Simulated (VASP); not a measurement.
Here is a VASP 6.6.1 calculation.

The input INCAR:

```
PREC     = Accurate       # precision mode
ENCUT    = 520            # plane-wave cutoff, eV
EDIFF    = 1E-7           # SCF threshold, eV
ISMEAR   = 0              # smearing method
SIGMA    = 0.02           # smearing width, eV
LREAL    = F              # projectors in reciprocal space
LASPH    = T              # aspherical terms in the spheres
NELM     = 100            # most SCF steps
ALGO     = Normal         # electronic algorithm
ISIF     = 2              # what is computed and relaxed
LWAVE    = F              # write WAVECAR
LCHARG   = F              # write CHGCAR
GGA      = PE             # functional
NBANDS   = 12             # bands
```

KPOINTS

```
regular mesh
0
Gamma
  8 8 8
```

POSCAR

```
LiCl
1.0
    0.0000000000      2.8119146033      2.8119146033
    2.8119146033      0.0000000000      2.8119146033
    2.8119146033      2.8119146033      0.0000000000
Li Cl
1 1
Direct
    0.0000000000      0.0000000000      0.0000000000
    0.2500000000      0.2500000000      0.2500000000
```

Potentials or basis: VASP PAW PBE potentials, release 64 (Li_sv, Cl).

Run with:

```bash
$ cat potpaw_PBE.64/Li_sv/POTCAR potpaw_PBE.64/Cl/POTCAR > POTCAR
$ mpirun -np 1 vasp_std > vasp.out
```

(1) Predict the band gap on the k mesh.

## Answers

(1) 5.77 eV, direct.
